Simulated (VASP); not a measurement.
A run of VASP 6.6.1 is set up as follows.

File INCAR:

```
SYSTEM = CdW2
  PREC = Accurate
  ENCUT = 520
  EDIFF = 1E-6
  ISMEAR = 0
  SIGMA = 0.1
  LREAL = .False.
  LASPH = .True.
  NELM = 80
  ALGO = Fast
  ISIF = 2
  LWAVE = .False.
  LCHARG = .True.
  GGA = PE
  LELF = .True.
  LVHAR = .True.
  NBANDS = 27
```

File KPOINTS:

```
Automatic mesh
0
Gamma
  12 12 16
  0 0 0
```

The input POSCAR:

```
CdW2
1.0
    4.6994141035      0.0000000000      0.0000000000
   -2.3497070517      4.0698119965      0.0000000000
    0.0000000000      0.0000000000      2.7548298678
Cd W
1 2
Direct
    0.0000000000      0.0000000000      0.0000000000
    0.3333333333      0.6666666667      0.5000000000
    0.6666666667      0.3333333333      0.5000000000
```

Potentials or basis: VASP PAW PBE potentials, release 64 (Cd, W_sv).

Launch:

```console
$ cat potpaw_PBE.64/Cd/POTCAR potpaw_PBE.64/W_sv/POTCAR > POTCAR
$ mpirun -np 1 vasp_std > vasp.out
```

Q: Predict the pressure.

A: 0.8 GPa.

Q: Estimate the band gap on the k mesh.

A: Zero (bands 20 and 21 overlap by 1.31 eV).

Caveat: spin-orbit coupling is left out, which moves the levels of the heavy elements.
